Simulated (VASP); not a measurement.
A run of VASP 6.6.1 is set up as follows.

Contents of INCAR:

```
SYSTEM = Li
PREC     = Accurate       ! precision mode
ENCUT    = 650            ! plane-wave cutoff, eV
EDIFF    = 1E-6           ! SCF threshold, eV
ISMEAR   = -1             ! smearing method
SIGMA    = 0.11           ! smearing width, eV
LREAL    = .FALSE.        ! projectors in reciprocal space
LASPH    = .TRUE.         ! aspherical terms in the spheres
NELM     = 120            ! most SCF steps
ALGO     = Normal         ! electronic algorithm
ISIF     = 2              ! what is computed and relaxed
LWAVE    = .FALSE.        ! write WAVECAR
LCHARG   = .FALSE.        ! write CHGCAR
GGA      = PE             ! functional
NBANDS   = 38             ! bands
GGA_COMPAT= .FALSE.
```

The input KPOINTS:

```
regular mesh
0
G
  2 2 2
  0 0 0
```

POSCAR

```
Li
1.0
    7.2053150000      0.0000000000      0.0000000000
    0.0000000000      7.2053150000      0.0000000000
    0.0000000000      0.0000000000      7.2053150000
Li
16
Direct
   -0.0020956752     -0.0136010709     -0.0024010054
    0.5533692836     -0.0221503154     -0.0306579240
   -0.0002220583      0.4607015793     -0.0032198454
   -0.0619681443     -0.0497410592      0.5480537631
    0.3099517509      0.1775494895      0.3161971406
    0.4181635362      0.5301641913      0.0181255087
    0.5361458868     -0.0619265084      0.6025690757
    0.7762047877      0.2639301682      0.2582815602
   -0.0020262820      0.5462772967      0.5050022102
    0.2630974496      0.7881959359      0.2804596329
    0.1965354742      0.3259538271      0.7095734191
    0.4508754995      0.4955647324      0.4167340359
    0.7275601414      0.7014405338      0.2791272831
    0.6915311822      0.2714385145      0.6779856259
    0.2629725418      0.7087823364      0.7148334250
    0.7503905103      0.6556548881      0.7724575539
```

Potentials or basis: VASP PAW PBE potentials, release 64 (Li_sv).

Command:

```sh
$ cat potpaw_PBE.64/Li_sv/POTCAR > POTCAR
$ mpirun -np 1 vasp_std > vasp.out
```

Predict the band gap on the k mesh.

zero (band 24 reaches 0.49 eV, above the bottom of band 25 at -0.24 eV).

Predict the pressure.

-0.8 GPa.

Estimate the largest force.

0.747 eV/Å.

Stress tensor (GPa, compression positive):
```
-1.36  0.12  0.01
 0.12 -0.20 -0.06
 0.01 -0.06 -0.80
```

Caveat: the k points lie up to 0.44 Å⁻¹ apart.
